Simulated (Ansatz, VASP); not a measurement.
## Two plane-wave programs on BaTiO3

The input INCAR:

```
  PREC = Accurate
  ENCUT = 520
  EDIFF = 1E-7
  ISMEAR = 0
  SIGMA = 0.02
  LREAL = False
  LASPH = True
  NELM = 120
  ALGO = Normal
  ISIF = 2
  LWAVE = False
  LCHARG = False
  GGA = PE
  IBRION = 2
  NSW = 60
  EDIFFG = -0.01
  GGA_COMPAT = False
  NELMIN = 4
  KPAR = 4
```

The input KPOINTS:

```
regular mesh
0
Gamma
  8 8 8
```

POSCAR

```
BaTiO3
1.0
    3.9841000000      0.0000000000      0.0000000000
    0.0000000000      2.8370500000      2.8458000000
    0.0000000000     -2.8370500000      2.8458000000
Ba Ti O
1 1 3
Direct
    0.0000000000      0.0000000000      0.0000000000
    0.5000000000      0.5079000000      0.5079000000
    0.0000000000      0.4921000000      0.4921000000
    0.5000000000      0.5025100000      0.9937100000
    0.5000000000      0.9937100000      0.5025100000
```

Input for Ansatz:

```yaml
crystal:
  lattice:
    - [3.9841, 0.0, 0.0]
    - [0.0, 2.83705, 2.8458]
    - [0.0, -2.83705, 2.8458]
  atoms:
    - { symbol: Ba, position: [0.0, 0.0, 0.0] }
    - { symbol: Ti, position: [0.5, 0.5079, 0.5079] }
    - { symbol: O, position: [0.0, 0.4921, 0.4921] }
    - { symbol: O, position: [0.5, 0.50251, 0.99371] }
    - { symbol: O, position: [0.5, 0.99371, 0.50251] }
basis:
  ecutwfc: 420
kpoints:
  mp_grid: { grid: [8, 8, 8] }
hamiltonian:
  xc: pbe
scf:
  occupations: { method: gaussian, width: 0.02 }
output:
  forces: true
  stress: true
  eigenvalues: true
relax:
  adjacent_minimum: "off"
  f_tol: 0.01
  max_steps: 40
```

Alike in both runs: task relaxation of the atoms; functional PBE; k mesh 8 × 8 × 8; occupations gaussian, width 0.02 eV; no spin polarisation.

|  | VASP | Ansatz |
| --- | --- | --- |
| version | VASP 6.6.1 | Ansatz 0.2.0 |
| potentials or method | VASP PAW PBE potentials, release 64 (Ba_sv, Ti_sv, O), cutoff 520 eV | scalar-relativistic, plane waves, PAW |
| valence electrons in the cell | 40 | 40 |

Ansatz gave:

```
gap on the k mesh at the Fermi level, each at its own relaxed structure (eV) : 2.17
```

What did VASP give for the same quantities?

gap on the k mesh at the Fermi level, each at its own relaxed structure (eV): 2.07.

Ansatz's warnings: stress scf threshold loose.

Neither program's run includes spin-orbit coupling.
